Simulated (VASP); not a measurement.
# LiCl (Fm-3m) in VASP: single point with PBE

Aim: the single point of LiCl with PBE.

All numbers are computed with VASP 6.6.1; they aren't measurements. Logs are shortened: lines on timing, memory, paths and dates and some standing lists are left out, and cuts for length are marked.

**1. The cell of the first run**

The structure is cubic, space group Fm-3m (No. 225). Conventional cell: a = 5.149 Å, b = 5.149 Å, c = 5.149 Å, α = 90.00°, β = 90.00°, γ = 90.00°. Within 3.4 Å of Li (site symmetry m-3m) lie 6 Cl at 2.57 Å. Cl (site symmetry m-3m) has 6 Li at 2.57 Å within 3.4 Å.

**2. Single point, PBE**

Input file INCAR:

```
SYSTEM = LiCl
PREC = Accurate ; ENCUT = 520
EDIFF = 1E-6 ; ISMEAR = 0
SIGMA = 0.02 ; LREAL = .FALSE.
LASPH = .TRUE. ; NELM = 80
ALGO = Normal ; ISIF = 2
LWAVE = .FALSE. ; LCHARG = .FALSE.
GGA = PE ; NBANDS = 12
```

Input file KPOINTS:

```
Automatic mesh
0
G
  8 8 8
  0 0 0
```

Input file POSCAR:

```
LiCl
1.0
    0.0000000000      2.5744668699      2.5744668699
    2.5744668699      0.0000000000      2.5744668699
    2.5744668699      2.5744668699      0.0000000000
Li Cl
1 1
Direct
    0.0000000000      0.0000000000      0.0000000000
    0.5000000000      0.5000000000      0.5000000000
```

Potentials or basis: VASP PAW PBE potentials, release 64 (Li_sv, Cl).

On the command line:

```
$ cat potpaw_PBE.64/Li_sv/POTCAR potpaw_PBE.64/Cl/POTCAR > POTCAR
$ mpirun -np 1 vasp_std > vasp.out
```

OUTCAR:

```text
SYSTEM = LiCl
   PREC = Accurate
   ENCUT = 520
   EDIFF = 1E-6
   ISMEAR = 0
   LREAL = .FALSE.
   LASPH = .TRUE.
   NELM = 80
   ISIF = 2
   GGA = PE

 ion  position               nearest neighbor table
   1  0.000  0.000  0.000-   2 2.57   2 2.57   2 2.57   2 2.57   2 2.57   2 2.57
   2  0.500  0.500  0.500-   1 2.57   1 2.57   1 2.57   1 2.57   1 2.57   1 2.57

  LATTYP: Found a face centered cubic cell.
 ALAT       =     5.1489337398

  Lattice vectors:

 A1 = (   0.0000000000,   2.5744668699,   2.5744668699)
 A2 = (   2.5744668699,   0.0000000000,   2.5744668699)
 A3 = (   2.5744668699,   2.5744668699,   0.0000000000)

Analysis of symmetry for initial positions (statically):
=====================================================================
 Subroutine PRICEL returns:
 Original cell was already a primitive cell.

 Routine SETGRP: Setting up the symmetry group for a
 face centered cubic supercell.

 Subroutine GETGRP returns: Found 48 space group operations
 (whereof 48 operations were pure point group operations)
 out of a pool of 48 trial point group operations.

The static configuration has the point symmetry O_h .

Analysis of symmetry for dynamics (positions and initial velocities):
=====================================================================
 Subroutine PRICEL returns:
 Original cell was already a primitive cell.

 Routine SETGRP: Setting up the symmetry group for a
 face centered cubic supercell.

 Subroutine GETGRP returns: Found 48 space group operations
 (whereof 48 operations were pure point group operations)
 out of a pool of 48 trial point group operations.

The dynamic configuration has the point symmetry O_h .

 Subroutine INISYM returns: Found 48 space group operations
 (whereof 48 operations are pure point group operations),
 and found     1 'primitive' translations

----------------------------------------------------------------------------------------

                                     Primitive cell

  volume of cell :      34.1265

  direct lattice vectors                    reciprocal lattice vectors
     0.000000000  2.574466870  2.574466870    -0.194214968  0.194214968  0.194214968
     2.574466870  0.000000000  2.574466870     0.194214968 -0.194214968  0.194214968
     2.574466870  2.574466870  0.000000000     0.194214968  0.194214968 -0.194214968

  length of vectors
     3.640845963  3.640845963  3.640845963     0.336390192  0.336390192  0.336390192

  position of ions in fractional coordinates (direct lattice)
     0.000000000  0.000000000  0.000000000
     0.500000000  0.500000000  0.500000000

  ion indices of the primitive-cell ions
   primitive index   ion index
                 1           1
                 2           2

----------------------------------------------------------------------------------------

 KPOINTS: Automatic mesh

Automatic generation of k-mesh.
 Grid dimensions read from file:
 generate k-points for:    8    8    8

 Generating k-lattice:

  Cartesian coordinates                     Fractional coordinates (reciprocal lattice)
    -0.024276871  0.024276871  0.024276871     0.125000000  0.000000000  0.000000000
     0.024276871 -0.024276871  0.024276871     0.000000000  0.125000000  0.000000000
     0.024276871  0.024276871 -0.024276871     0.000000000  0.000000000  0.125000000

  Length of vectors
     0.042048774  0.042048774  0.042048774

  Shift w.r.t. Gamma in fractional coordinates (k-lattice)
     0.000000000  0.000000000  0.000000000

 Subroutine IBZKPT returns following result:
 ===========================================

 Found     29 irreducible k-points:

 Following reciprocal coordinates:
            Coordinates               Weight
  0.000000  0.000000  0.000000      1.000000
  0.125000  0.000000  0.000000      8.000000
  0.250000  0.000000  0.000000      8.000000
  0.375000  0.000000  0.000000      8.000000
  0.500000  0.000000  0.000000      4.000000
  0.125000  0.125000  0.000000      6.000000
[... 16 lines left out ...]
  0.500000  0.250000  0.125000     48.000000
 -0.375000  0.250000  0.125000     24.000000
 [... further k-points ...]
   k-points           NKPTS =     29   k-points in BZ     NKDIM =     29   number of bands    NBANDS=     12
   number of dos      NEDOS =    301   number of ions     NIONS =      2
   total plane-waves  NPLWV =  21952
   dimension x,y,z NGX =    28 NGY =   28 NGZ =   28
   dimension x,y,z NGXF=    56 NGYF=   56 NGZF=   56
   ions per type =               1   1
   NGX,Y,Z   is equivalent  to a cutoff of  12.79, 12.79, 12.79 a.u.
   NGXF,Y,Z  is equivalent  to a cutoff of  25.57, 25.57, 25.57 a.u.
 SYSTEM =  LiCl
   PREC   = accura    normal or accurate (medium, high low for compatibility)
   ISTART =      0    job   : 0-new  1-cont  2-samecut
   ICHARG =      2    charge: 1-file 2-atom 10-const
   ISPIN  =      1    spin polarized calculation?
   LNONCOLLINEAR =      F non collinear calculations
   LSORBIT =      F    spin-orbit coupling
   LASPH  =      T    aspherical Exc in radial PAW
   ENCUT  =  520.0 eV  38.22 Ry    6.18 a.u.   6.77  6.77  6.77*2*pi/ulx,y,z
   NELM   =     80;   NELMIN=  2; NELMDL= -5     # of ELM steps
   EDIFF  = 0.1E-05   stopping-criterion for ELM
   LREAL  =      F    real-space projection
   EDIFFG = 0.1E-04   stopping-criterion for IOM
   NSW    =      0    number of steps for IOM
   IBRION =     -1    ionic relax: 0-MD 1-quasi-New 2-CG
   NFREE  =      0    steps in history (QN), initial steepest desc. (CG)
   ISIF   =      2    stress and relaxation
   ISYM   =      2    0-nonsym 1-usesym 2-fastsym
   POTIM  = 0.5000    time-step for ionic-motion
   TEBEG  =    0.0;   TEEND  =   0.0 temperature during run
   PSTRESS=    0.0 pullay stress
   NELECT =      10.0000    total number of electrons
   NUPDOWN=      -1.0000    fix difference up-down
   EMIN   =  10.00;   EMAX   =-10.00  energy-range for DOS
   EFERMI =   0.00;   METHOD = LEGACY
   ISMEAR =     0;   SIGMA  =   0.02  broadening in eV -4-tet -1-fermi 0-gaus
   EFERMI_NEDOS =   21; number of points for ismear=-14 and -15
   IALGO  =     38    algorithm
   IMIX   =      4    mixing-type and parameters
     AMIX     =   0.40;   BMIX     =  1.00
     AMIX_MAG =   1.60;   BMIX_MAG =  1.00
  volume/ion in A,a.u.               =      17.06       115.15
  Fermi-wavevector in a.u.,A,eV,Ry     =   1.087370  2.054832 16.087182  1.182374
  Thomas-Fermi vector in A             =   2.223528
   LORBIT       =      0    0 simple, 1 ext, 2 COOP (PROOUT), +10 PAW based schemes
   GGA     = PE    functional components
   LHFCALC =     F    Hartree Fock is set to
   AEXX    =    0.0000 exact exchange contribution
   IVDW    =     0    specifies the selected vdW correction
   LEPSILON=     F    determine dielectric tensor
   LRPA    =     F    only Hartree local field effects (RPA)
 non-spin polarized calculation
 Gauss-broadening in eV      SIGMA  =   0.02
  energy-cutoff  :      520.00
  volume of cell :       34.13
 maximum number of plane-waves:       941
   NGX = 13   NGY = 13   NGZ = 13

 number of electron      10.0000008 magnetization

 Free energy of the ion-electron system (eV)
  ---------------------------------------------------
  ext. energy  EPLUGINS =         0.00000000
  ---------------------------------------------------
  free energy    TOTEN  =        -7.38622848 eV

  energy without entropy =       -7.38622848  energy(sigma->0) =       -7.38622848

 E-fermi :   0.6060     XC(G=0):  -8.6821

 val. band max:        0.4950253567   @ k =   0.0000   0.0000   0.0000
 cond. band min:       6.7704840885   @ k =   0.0000   0.0000   0.0000
 fundamental gap:      6.2754587319
 Fermi energy:         0.6059557873

 k-point     1 :       0.0000    0.0000    0.0000
  band No.  band energies     occupation
      1     -43.0478      2.00000
      2     -12.8622      2.00000
      3       0.4950      2.00000
      4       0.4950      2.00000
      5       0.4950      2.00000
      6       6.7705      0.00000
      7      12.4238      0.00000
      8      12.4238      0.00000
      9      12.4238      0.00000
     10      14.9551      0.00000
     11      14.9552      0.00000
     12      14.9552      0.00000

 k-point     2 :       0.1250    0.0000    0.0000
  band No.  band energies     occupation
      1     -43.0473      2.00000
      2     -12.7885      2.00000
      3      -0.0223      2.00000
      4       0.4549      2.00000
      5       0.4549      2.00000
      6       7.2308      0.00000
      7      11.6341      0.00000
      8      12.3152      0.00000
      9      12.3152      0.00000
     10      13.5668      0.00000
     11      13.5668      0.00000
     12      15.4180      0.00000

 k-point     3 :       0.2500    0.0000    0.0000
  band No.  band energies     occupation
      1     -43.0464      2.00000
      2     -12.6010      2.00000
      3      -1.0586      2.00000
      4       0.3630      2.00000
      5       0.3630      2.00000
      6       7.6773      0.00000
      7      11.1731      0.00000
      8      11.1732      0.00000
      9      11.4300      0.00000
     10      14.4193      0.00000
     11      14.4193      0.00000
     12      15.9800      0.00000
[... 286 lines left out ...]
 k-point    23 :       0.5000    0.2500    0.1250
  band No.  band energies     occupation
      1     -43.0451      2.00000
      2     -12.2731      2.00000
      3      -1.7772      2.00000
      4      -0.6881      2.00000
      5       0.0154      2.00000
      6       8.8566      0.00000
      7       9.8584      0.00000
      8      10.8323      0.00000
      9      11.8218      0.00000
     10      14.8593      0.00000
     11      17.9211      0.00000
     12      18.3013      0.00000

 k-point    24 :      -0.3750    0.2500    0.1250
  band No.  band energies     occupation
      1     -43.0448      2.00000
      2     -12.1969      2.00000
      3      -2.0029      2.00000
      4      -0.7822      2.00000
      5      -0.0713      2.00000
      6       8.6846      0.00000
      7       9.8024      0.00000
      8      11.0170      0.00000
      9      12.1784      0.00000
     10      15.9749      0.00000
     11      16.5474      0.00000
     12      18.6076      0.00000

 [... further k-points ...]

------------------------ aborting loop because EDIFF is reached ----------------------------------------

  FORCE on cell =-STRESS in cart. coord.  units (eV):
  Direction    XX          YY          ZZ          XY          YZ          ZX
  --------------------------------------------------------------------------------------
  -------------------------------------------------------------------------------------
  Total       -0.0141677     -0.0141677     -0.0141677     -0.0000000     -0.0000000      0.0000000
  in kB       -0.6651468     -0.6651468     -0.6651468     -0.0000000     -0.0000000      0.0000000
  external PRESSURE =      -0.6651468 kB  Pullay stress =       0.0000000 kB

 VOLUME and BASIS-vectors are now :
 -----------------------------------------------------------------------------
  energy-cutoff  :      520.00
  volume of cell :       34.13
      direct lattice vectors                 reciprocal lattice vectors
     0.000000000  2.574466870  2.574466870    -0.194214968  0.194214968  0.194214968
     2.574466870  0.000000000  2.574466870     0.194214968 -0.194214968  0.194214968
     2.574466870  2.574466870  0.000000000     0.194214968  0.194214968 -0.194214968

 POSITION                                       TOTAL-FORCE (eV/Angst)
 -----------------------------------------------------------------------------------
      0.00000      0.00000      0.00000         0.000000     -0.000000      0.000000
      2.57447      2.57447      2.57447        -0.000000      0.000000     -0.000000
 -----------------------------------------------------------------------------------
    total drift:                                0.000000      0.000000      0.000000

  FREE ENERGIE OF THE ION-ELECTRON SYSTEM (eV)
  ---------------------------------------------------
  free  energy   TOTEN  =        -7.3862284792 eV

  energy  without entropy=       -7.3862284792  energy(sigma->0) =       -7.38622848
```

Wall time 18 s (1 thread of Intel Xeon 8259CL, shared host); peak memory 0.15 GiB.

Results:

```yaml
Free_energy: -7.3862 eV
Band_gap_on_the_k_mesh: 6.28 eV, direct
```

Levels at points of the mesh, in eV from the valence-band top:
```tsv
k point	band 1	band 2	band 3	band 4	band 5	band 6	band 7	band 8	band 9	band 10
(0.00, 0.00, 0.00)	-43.54	-13.36	0.00	0.00	0.00	6.28	11.93	11.93	11.93	14.46
(0.50, 0.00, 0.00)	-43.54	-12.80	-2.77	-0.25	-0.25	6.75	9.49	9.49	12.86	16.83
(0.50, 0.50, 0.00)	-43.54	-12.57	-2.84	-1.08	-1.08	7.86	8.31	12.34	14.03	14.03
```

Caveat: the cutoff is under 1.25 times the usual one of these potentials, so pressure, stress and relaxed cells hold a basis-set (Pulay) error. A k mesh can miss the band edges.
